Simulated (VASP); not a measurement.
Be2Sb:

```
Be Sb
1.0
     3.70721    0.00000    0.00000
     0.00000    3.70721    0.00000
     0.00000    0.00000    5.65646
Be Sb
4 2
Direct
  0.00000 0.00000 0.00000
  0.50000 0.50000 0.00000
  0.00000 0.50000 0.27000
  0.50000 0.00000 0.73000
  0.00000 0.50000 0.70000
  0.50000 0.00000 0.30000
```

- Program: VASP 6.6.1
- Task: relaxation of cell and atoms
- Functional: PBEsol
- Potentials or basis: VASP PAW PBE potentials, release 64 (Be, Sb)
- Cutoff: 600 eV
- k mesh: 8 × 8 × 5
- Occupations: fermi-dirac, width 0.0317 eV
- Spin: no spin polarisation

At the start: pressure 13.2 GPa; volume 12.96 Å³/atom.

Task: Where does the relaxation end?

Result: Over 12 steps the energy falls by 129.0 meV/atom and the volume is 14.25 Å³/atom (+10.0 %); space group P4/nmm (No. 129, to 0.1 Å) before and after.

The path:
```
step  energy change (eV)  largest force (eV/Å)  pressure (GPa)  volume (Å³)
   1              0.0000                0.8102           13.25        77.74
   2             -0.4631                0.4964           -3.22        90.39
   3             -0.4746                0.5275           -1.37        88.40
   4             -0.5579                0.4694           -1.17        87.75
   5             -0.7159                0.3606           -0.10        85.67
   6             -0.5148                0.7110            6.13        80.87
   7             -0.7543                0.2526            0.96        84.58
   8             -0.7667                0.1314           -0.80        86.24
   9             -0.7667                0.1354           -0.75        86.18
  10             -0.7732                0.0392           -0.02        85.54
  11             -0.7732                0.0369            0.00        85.51
  12             -0.7737                0.0266            0.06        85.49
```

Final structure:
```xyz
6
Lattice="3.6412 0.0000 0.0000 0.0000 3.6412 0.0000 0.0000 0.0000 6.4481" Properties=species:S:1:pos:R:3 pbc="T T T"
Be    0.0000    3.6412    0.0000
Be    1.8206    1.8206    0.0000
Be    3.6412    1.8206    1.4735
Be    1.8206    0.0000    4.9746
Sb    0.0000    1.8206    4.3600
Sb    1.8206    0.0000    2.0880
```

Caveat: the PAW data sets were made with another functional, which shifts forces and pressure a little.
